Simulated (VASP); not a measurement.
# K8I3Br5 (P1) in VASP: single point with PBEsol

Aim: the single point of K8I3Br5 with PBEsol.

All numbers are computed with VASP 6.6.1; they aren't measurements. Logs are shortened: lines on timing, memory, paths and dates and some standing lists are left out, and cuts for length are marked.

### Step 1. The cell of the first run

The typed cell holds 64 atoms: a = 13.465 Å, b = 13.465 Å, c = 13.465 Å, α = 90.00°, β = 90.00°, γ = 90.00°.

### Step 2. Single point, PBEsol

INCAR reads:

```
SYSTEM = K8I3Br5
PREC = Accurate
ENCUT = 500
EDIFF = 1E-6
ISMEAR = -1
SIGMA = 0.05
LREAL = Auto
LASPH = .True.
NELM = 120
ALGO = Normal
ISIF = 2
LWAVE = .False.
LCHARG = .False.
GGA = PS
NBANDS = 294
ISYM = -1
GGA_COMPAT = .False.
```

KPOINTS reads:

```
explicit points
1
Reciprocal
  0.25000000   0.25000000   0.25000000 1
```

POSCAR reads:

```
K8I3Br5
1.0
   13.4645538961      0.0000000000      0.0000000000
    0.0000000000     13.4645538961      0.0000000000
    0.0000000000      0.0000000000     13.4645538961
I Br K
12 20 32
Direct
    0.2503630000      0.0002540000      0.0003540000
    0.2499260000      0.5000340000      0.9997970000
    0.7502520000      0.5006390000      0.5002100000
    0.0003910000      0.2506510000      0.9995390000
    0.5013280000      0.7499400000      0.0006770000
    0.9999940000      0.9995160000      0.2505110000
    0.5001270000      0.0005010000      0.7497790000
    0.4999410000      0.5002520000      0.2498310000
    0.2502420000      0.2499740000      0.2510640000
    0.2493720000      0.7497520000      0.7498560000
    0.7495620000      0.2496790000      0.2500320000
    0.7499610000      0.2499040000      0.7503470000
    0.2500300000      0.0003790000      0.5004700000
    0.2486670000      0.4997800000      0.5014130000
    0.7501900000      0.9980010000      0.0002550000
    0.7497360000      0.9978170000      0.4998840000
    0.7511720000      0.5021440000      0.9988750000
    0.0022760000      0.2503330000      0.5023660000
    0.9969990000      0.7491740000      0.0001380000
    0.0001530000      0.7502460000      0.5005290000
    0.5014220000      0.2498830000      0.9989220000
    0.4975890000      0.2488290000      0.5012980000
    0.4999960000      0.7508860000      0.4990570000
    0.9989650000      0.9989310000      0.7481300000
    0.0000390000      0.5033530000      0.2511520000
    0.0003590000      0.5010970000      0.7494490000
    0.5009520000      0.9988260000      0.2522120000
    0.4999470000      0.4985170000      0.7488480000
    0.2503280000      0.2510890000      0.7474840000
    0.2490020000      0.7502510000      0.2536410000
    0.7510740000      0.7507970000      0.2494780000
    0.7522620000      0.7498350000      0.7505460000
    0.9923370000      0.9934330000      0.9926900000
    0.0000500000      0.9995330000      0.5057070000
    0.9934410000      0.5063170000      0.9981430000
    0.0059240000      0.5012540000      0.5024350000
    0.5080640000      0.0066200000      0.0065680000
    0.5001760000      0.0011140000      0.4953820000
    0.5077080000      0.4932190000      0.9927440000
    0.4929600000      0.4982610000      0.5060720000
    0.2579560000      0.2500900000      0.9926930000
    0.2511050000      0.2487870000      0.5054150000
    0.2420960000      0.7503320000      0.0086260000
    0.2492010000      0.7517900000      0.4952650000
    0.7441310000      0.2486530000      0.9997530000
    0.7487150000      0.2416650000      0.5005950000
    0.7555070000      0.7513450000      0.0010640000
    0.7508840000      0.7564970000      0.4986660000
    0.2564350000      0.9928030000      0.2581180000
    0.2428130000      0.0062070000      0.7424850000
    0.2433380000      0.5075390000      0.2579090000
    0.2480370000      0.4947490000      0.7435190000
    0.7445640000      0.9920630000      0.2497530000
    0.7562080000      0.9925590000      0.7500180000
    0.7564230000      0.5087900000      0.2427130000
    0.7525290000      0.5069470000      0.7560110000
    0.0004670000      0.2586640000      0.2586020000
    0.0065260000      0.2523440000      0.7437340000
    0.9989740000      0.7448420000      0.2525100000
    0.9944960000      0.7477840000      0.7477700000
    0.4993090000      0.2439040000      0.2518580000
    0.4937890000      0.2562400000      0.7479890000
    0.5007070000      0.7553030000      0.2571620000
    0.5073660000      0.7426160000      0.7420760000
```

Potentials or basis: VASP PAW PBE potentials, release 64 (I, Br, K_sv).

The run is started by

```bash
$ cat potpaw_PBE.64/I/POTCAR potpaw_PBE.64/Br/POTCAR potpaw_PBE.64/K_sv/POTCAR > POTCAR
$ mpirun -np 1 vasp_std > vasp.out
```

OUTCAR:

```text
SYSTEM = K8I3Br5
   PREC = Accurate
   ENCUT = 500
   EDIFF = 1E-6
   ISMEAR = -1
   LREAL = Auto
   LASPH = .True.
   NELM = 120
   ISIF = 2
   GGA = PS
   ISYM = -1

 ion  position               nearest neighbor table
   1  0.250  0.000  0.000-  41 3.37  43 3.37  37 3.47  49 3.47  50 3.47  33 3.48
   2  0.250  0.500  1.000-  41 3.37  43 3.37  52 3.45  35 3.45  39 3.47  51 3.48
   3  0.750  0.501  0.500-  36 3.44  48 3.45  56 3.45  40 3.47  55 3.47  46 3.49
   4  0.000  0.251  1.000-  35 3.44  58 3.45  45 3.45  33 3.47  41 3.47  57 3.49
   5  0.501  0.750  0.001-  47 3.42  63 3.45  37 3.46  39 3.46  64 3.48  43 3.49
   6  1.000  1.000  0.251-  59 3.43  34 3.44  53 3.44  49 3.46  33 3.47  57 3.49
   7  0.500  0.001  0.750-  38 3.43  62 3.44  54 3.45  37 3.46  50 3.47  64 3.48
   8  0.500  0.500  0.250-  63 3.44  40 3.45  61 3.45  55 3.46  51 3.46  39 3.46
   9  0.250  0.250  0.251-  61 3.35  57 3.37  42 3.42  49 3.46  51 3.47  41 3.48
  10  0.249  0.750  0.750-  44 3.43  60 3.43  52 3.43  50 3.46  64 3.48  43 3.49
  11  0.750  0.250  0.250-  61 3.37  45 3.37  46 3.38  57 3.38  53 3.47  55 3.49
  12  0.750  0.250  0.750-  45 3.36  46 3.36  62 3.45  58 3.46  56 3.46  54 3.47
  13  0.250  0.000  0.500-  50 3.26  49 3.27
  14  0.249  0.500  0.501-  52 3.26  36 3.27  51 3.28  40 3.29
  15  0.750  0.998  0.000-  33 3.26  37 3.26
  16  0.750  0.998  0.500-  48 3.25  46 3.28
  17  0.751  0.502  0.999-  35 3.26  56 3.27  39 3.28  55 3.29
  18  0.002  0.250  0.502-  58 3.25  57 3.28
  19  0.997  0.749  0.000-  47 3.25  35 3.27  33 3.29  43 3.30
  20  0.000  0.750  0.501-
  21  0.501  0.250  0.999-  45 3.27  37 3.28  39 3.28  41 3.28
  22  0.498  0.249  0.501-
  23  0.500  0.751  0.499-  63 3.26  64 3.28
  24  0.999  0.999  0.748-  34 3.26  54 3.27  50 3.29  33 3.29
  25  0.000  0.503  0.251-  59 3.25  51 3.28  55 3.28  57 3.30
  26  0.000  0.501  0.749-
  27  0.501  0.999  0.252-  38 3.27  63 3.28  53 3.28  49 3.29  61 3.30
  28  0.500  0.499  0.749-  62 3.26  40 3.27  39 3.29  64 3.29
  29  0.250  0.251  0.747-  42 3.26  62 3.28  52 3.28  58 3.28  50 3.30
  30  0.249  0.750  0.254-  44 3.25  49 3.27  51 3.27  43 3.30
  31  0.751  0.751  0.249-  53 3.25  55 3.26
  32  0.752  0.750  0.751-  60 3.26  54 3.27  56 3.27  64 3.30
  33  0.992  0.993  0.993-  15 3.26  19 3.29  24 3.29   4 3.47   6 3.47   1 3.48
  34  0.000  1.000  0.506-  24 3.26   6 3.44
  35  0.993  0.506  0.998-  17 3.26  19 3.27   4 3.44   2 3.45
  36  0.006  0.501  0.502-  14 3.27   3 3.44
  37  0.508  0.007  0.007-  15 3.26  21 3.28   5 3.46   7 3.46   1 3.47
  38  0.500  0.001  0.495-  27 3.27   7 3.43
  39  0.508  0.493  0.993-  21 3.28  17 3.28  28 3.29   5 3.46   8 3.46   2 3.47
  40  0.493  0.498  0.506-  28 3.27  14 3.29   8 3.45   3 3.47
  41  0.258  0.250  0.993-  21 3.28   1 3.37   2 3.37   4 3.47   9 3.48
  42  0.251  0.249  0.505-  29 3.26   9 3.42
  43  0.242  0.750  0.009-  30 3.30  19 3.30   1 3.37   2 3.37  10 3.49   5 3.49
  44  0.249  0.752  0.495-  30 3.25  10 3.43
  45  0.744  0.249  1.000-  21 3.27  12 3.36  11 3.37   4 3.45
  46  0.749  0.242  0.501-  16 3.28  12 3.36  11 3.38   3 3.49
  47  0.756  0.751  0.001-  19 3.25   5 3.42
  48  0.751  0.756  0.499-  16 3.25   3 3.45
  49  0.256  0.993  0.258-  13 3.27  30 3.27  27 3.29   6 3.46   9 3.46   1 3.47
  50  0.243  0.006  0.742-  13 3.26  24 3.29  29 3.30  10 3.46   7 3.47   1 3.47
  51  0.243  0.508  0.258-  30 3.27  25 3.28  14 3.28   8 3.46   9 3.47   2 3.48
  52  0.248  0.495  0.744-  14 3.26  29 3.28  10 3.43   2 3.45
  53  0.745  0.992  0.250-  31 3.25  27 3.28   6 3.44  11 3.47
  54  0.756  0.993  0.750-  32 3.27  24 3.27   7 3.45  12 3.47
  55  0.756  0.509  0.243-  31 3.26  25 3.28  17 3.29   8 3.46   3 3.47  11 3.49
  56  0.753  0.507  0.756-  17 3.27  32 3.27   3 3.45  12 3.46
  57  0.000  0.259  0.259-  18 3.28  25 3.30   9 3.37  11 3.38   4 3.49   6 3.49
  58  0.007  0.252  0.744-  18 3.25  29 3.28   4 3.45  12 3.46
  59  0.999  0.745  0.253-  25 3.25   6 3.43
  60  0.994  0.748  0.748-  32 3.26  10 3.43
  61  0.499  0.244  0.252-  27 3.30   9 3.35  11 3.37   8 3.45
  62  0.494  0.256  0.748-  28 3.26  29 3.28   7 3.44  12 3.45
  63  0.501  0.755  0.257-  23 3.26  27 3.28   8 3.44   5 3.45
  64  0.507  0.743  0.742-  23 3.28  28 3.29  32 3.30   7 3.48  10 3.48   5 3.48

IMPORTANT INFORMATION: All symmetrisations will be switched off!
NOSYMM: (Re-)initialisation of all symmetry stuff for point group C_1.

----------------------------------------------------------------------------------------

                                     Primitive cell

  volume of cell :    2441.0457

  direct lattice vectors                    reciprocal lattice vectors
    13.464553896  0.000000000  0.000000000     0.074269078  0.000000000  0.000000000
     0.000000000 13.464553896  0.000000000     0.000000000  0.074269078  0.000000000
     0.000000000  0.000000000 13.464553896     0.000000000  0.000000000  0.074269078

  length of vectors
    13.464553896 13.464553896 13.464553896     0.074269078  0.074269078  0.074269078

  position of ions in fractional coordinates (direct lattice)
     0.250363000  0.000254000  0.000354000
     0.249926000  0.500034000  0.999797000
     0.750252000  0.500639000  0.500210000
     0.000391000  0.250651000  0.999539000
     0.501328000  0.749940000  0.000677000
     0.999994000  0.999516000  0.250511000
[... 56 lines left out ...]
     0.500707000  0.755303000  0.257162000
     0.507366000  0.742616000  0.742076000

  ion indices of the primitive-cell ions
   primitive index   ion index
                 1           1
                 2           2
                 3           3
                 4           4
                 5           5
                 6           6
[... 56 lines left out ...]
                63          63
                64          64

----------------------------------------------------------------------------------------

 KPOINTS: explicit points

Read explicit list of k-points.

 Found      1 k-points:

 Following reciprocal coordinates:
            Coordinates               Weight
  0.250000  0.250000  0.250000      1.000000
   k-points           NKPTS =      1   k-points in BZ     NKDIM =      1   number of bands    NBANDS=    294
   number of dos      NEDOS =    301   number of ions     NIONS =     64
   total plane-waves  NPLWV = 941192
   dimension x,y,z NGX =    98 NGY =   98 NGZ =   98
   dimension x,y,z NGXF=   196 NGYF=  196 NGZF=  196
   ions per type =              12  20  32
   NGX,Y,Z   is equivalent  to a cutoff of  12.10, 12.10, 12.10 a.u.
   NGXF,Y,Z  is equivalent  to a cutoff of  24.20, 24.20, 24.20 a.u.
 SYSTEM =  K8I3Br5
   PREC   = accura    normal or accurate (medium, high low for compatibility)
   ISTART =      0    job   : 0-new  1-cont  2-samecut
   ICHARG =      2    charge: 1-file 2-atom 10-const
   ISPIN  =      1    spin polarized calculation?
   LNONCOLLINEAR =      F non collinear calculations
   LSORBIT =      F    spin-orbit coupling
   LASPH  =      T    aspherical Exc in radial PAW
   ENCUT  =  500.0 eV  36.75 Ry    6.06 a.u.  24.55 24.55 24.55*2*pi/ulx,y,z
   NELM   =    120;   NELMIN=  2; NELMDL= -5     # of ELM steps
   EDIFF  = 0.1E-05   stopping-criterion for ELM
   LREAL  =      T    real-space projection
   EDIFFG = 0.1E-04   stopping-criterion for IOM
   NSW    =      0    number of steps for IOM
   IBRION =     -1    ionic relax: 0-MD 1-quasi-New 2-CG
   NFREE  =      0    steps in history (QN), initial steepest desc. (CG)
   ISIF   =      2    stress and relaxation
   ISYM   =     -1    0-nonsym 1-usesym 2-fastsym
   POTIM  = 0.5000    time-step for ionic-motion
   TEBEG  =    0.0;   TEEND  =   0.0 temperature during run
   PSTRESS=    0.0 pullay stress
   NELECT =     512.0000    total number of electrons
   NUPDOWN=      -1.0000    fix difference up-down
   EMIN   =  10.00;   EMAX   =-10.00  energy-range for DOS
   EFERMI =   0.00;   METHOD = LEGACY
   ISMEAR =    -1;   SIGMA  =   0.05  broadening in eV -4-tet -1-fermi 0-gaus
   EFERMI_NEDOS =   21; number of points for ismear=-14 and -15
   IALGO  =     38    algorithm
   IMIX   =      4    mixing-type and parameters
     AMIX     =   0.40;   BMIX     =  1.00
     AMIX_MAG =   1.60;   BMIX_MAG =  1.00
  volume/ion in A,a.u.               =      38.14       257.39
  Fermi-wavevector in a.u.,A,eV,Ry     =   0.972686  1.838111 12.872729  0.946119
  Thomas-Fermi vector in A             =   2.103005
   LORBIT       =      0    0 simple, 1 ext, 2 COOP (PROOUT), +10 PAW based schemes
   GGA     = PS    functional components
   LHFCALC =     F    Hartree Fock is set to
   AEXX    =    0.0000 exact exchange contribution
   IVDW    =     0    specifies the selected vdW correction
   LEPSILON=     F    determine dielectric tensor
   LRPA    =     F    only Hartree local field effects (RPA)
 non-spin polarized calculation
  energy-cutoff  :      500.00
  volume of cell :     2441.05
 maximum number of plane-waves:     61996
 NGX is ok and might be reduce to    98
   NGX = 49   NGY = 49   NGZ = 49

 number of electron     511.9999988 magnetization

 Free energy of the ion-electron system (eV)
  ---------------------------------------------------
  ext. energy  EPLUGINS =         0.00000000
  ---------------------------------------------------
  free energy    TOTEN  =      -198.52405700 eV

  energy without entropy =     -198.52405700  energy(sigma->0) =     -198.52405700

 E-fermi :   0.3010     XC(G=0):  -7.5500

 val. band max:       -0.9725168748   @ k =   0.2500   0.2500   0.2500
 cond. band min:       3.3382785067   @ k =   0.2500   0.2500   0.2500
 fundamental gap:      4.3107953815
 Fermi energy:         0.3010084955

 k-point     1 :       0.2500    0.2500    0.2500
  band No.  band energies     occupation
      1     -29.0979      2.00000
      2     -29.0912      2.00000
      3     -29.0845      2.00000
      4     -29.0840      2.00000
      5     -29.0822      2.00000
      6     -29.0807      2.00000
[... 260 lines left out ...]
    267       4.6827      0.00000
    268       4.6943      0.00000
 [bands above 268 left out]

------------------------ aborting loop because EDIFF is reached ----------------------------------------

  FORCE on cell =-STRESS in cart. coord.  units (eV):
  Direction    XX          YY          ZZ          XY          YZ          ZX
  --------------------------------------------------------------------------------------
  -------------------------------------------------------------------------------------
  Total        0.2748490      0.2794071      0.3068549     -0.0631710     -0.0728310     -0.0713174
  in kB        0.1803968      0.1833885      0.2014038     -0.0414622     -0.0478025     -0.0468091
  external PRESSURE =       0.1883964 kB  Pullay stress =       0.0000000 kB

 VOLUME and BASIS-vectors are now :
 -----------------------------------------------------------------------------
  energy-cutoff  :      500.00
  volume of cell :     2441.05
      direct lattice vectors                 reciprocal lattice vectors
    13.464553896  0.000000000  0.000000000     0.074269078  0.000000000  0.000000000
     0.000000000 13.464553896  0.000000000     0.000000000  0.074269078  0.000000000
     0.000000000  0.000000000 13.464553896     0.000000000  0.000000000  0.074269078

 POSITION                                       TOTAL-FORCE (eV/Angst)
 -----------------------------------------------------------------------------------
      3.37103      0.00342      0.00477         0.001159     -0.001598      0.002245
      3.36514      6.73273     13.46182        -0.000004      0.003935      0.007391
     10.10181      6.74088      6.73510        -0.003856     -0.007418     -0.003526
      0.00526      3.37490     13.45835        -0.001458      0.000931      0.005360
      6.75016     10.09761      0.00912        -0.017651     -0.001033     -0.010594
     13.46447     13.45804      3.37302        -0.002955      0.009091      0.004255
[... 56 lines left out ...]
      6.74180     10.16982      3.46257         0.003049     -0.003455      0.004493
      6.83146      9.99899      9.99172        -0.001043     -0.002167      0.004726
 -----------------------------------------------------------------------------------
    total drift:                                0.005931     -0.003961     -0.008743

  FREE ENERGIE OF THE ION-ELECTRON SYSTEM (eV)
  ---------------------------------------------------
  free  energy   TOTEN  =      -198.5240569999 eV

  energy  without entropy=     -198.5240569998  energy(sigma->0) =     -198.52405700
```

Wall time 20 min (1 thread of Intel Xeon Platinum 8559C (Emerald Rapids), shared host); peak memory 1.9 GiB.

Results:

| Quantity | Value |
| --- | --- |
| Free energy | -198.5241 eV |
| Pressure | 0.0 GPa |
| Largest force | 0.021 eV/Å |
| Band gap on the k mesh | 4.31 eV |

Forces in eV/Å, atoms in the order of the input:
```
I    0.001 -0.002  0.002
I    0.000  0.004  0.007
I   -0.004 -0.007 -0.004
I   -0.001  0.001  0.005
I   -0.018 -0.001 -0.011
I   -0.003  0.009  0.004
I    0.002 -0.008  0.000
I    0.000 -0.006  0.004
I    0.000  0.003 -0.017
I    0.017  0.004  0.006
I    0.000  0.003  0.001
I    0.007 -0.001 -0.004
Br   0.001 -0.005 -0.007
Br   0.006  0.005 -0.007
Br  -0.002  0.006 -0.001
Br   0.003  0.006 -0.001
Br  -0.002 -0.005 -0.001
Br  -0.005 -0.004 -0.003
Br   0.004  0.001  0.002
Br  -0.004  0.001 -0.008
Br   0.001  0.000  0.003
Br   0.009 -0.003 -0.010
Br  -0.001  0.000  0.003
Br   0.001  0.003 -0.001
Br  -0.002  0.001  0.003
Br  -0.004 -0.005 -0.003
Br   0.004  0.008 -0.001
Br   0.004  0.009  0.002
Br  -0.005  0.001 -0.004
Br  -0.002 -0.002  0.001
Br  -0.003  0.004  0.014
Br  -0.005 -0.001 -0.012
K   -0.005  0.000 -0.004
K   -0.002  0.005  0.009
K   -0.005  0.003 -0.002
K    0.004 -0.006 -0.001
K    0.007  0.008  0.001
K   -0.004 -0.002 -0.002
K    0.008 -0.008 -0.006
K   -0.004  0.001  0.002
K    0.005 -0.004 -0.002
K   -0.003 -0.003  0.007
K    0.003  0.000  0.005
K    0.004 -0.002 -0.007
K   -0.007 -0.002  0.000
K   -0.001 -0.007  0.003
K    0.007  0.000  0.002
K   -0.001  0.008 -0.001
K   -0.003 -0.003  0.003
K   -0.003  0.001  0.002
K   -0.005  0.003 -0.003
K    0.000 -0.004  0.002
K    0.002 -0.018 -0.004
K    0.003 -0.007  0.008
K    0.008  0.012 -0.010
K   -0.002  0.007  0.015
K    0.004  0.003  0.003
K    0.005  0.004 -0.007
K    0.001 -0.008 -0.002
K   -0.006  0.002  0.008
K   -0.004 -0.001  0.004
K   -0.009  0.006  0.002
K    0.003 -0.003  0.004
K   -0.001 -0.002  0.005
```

Caveat: the PAW data sets were made with another functional, which shifts forces and pressure a little; spin-orbit coupling is left out, which moves the levels of the heavy elements; a shifted mesh leaves out Γ, where band edges can lie. A k mesh can miss the band edges.
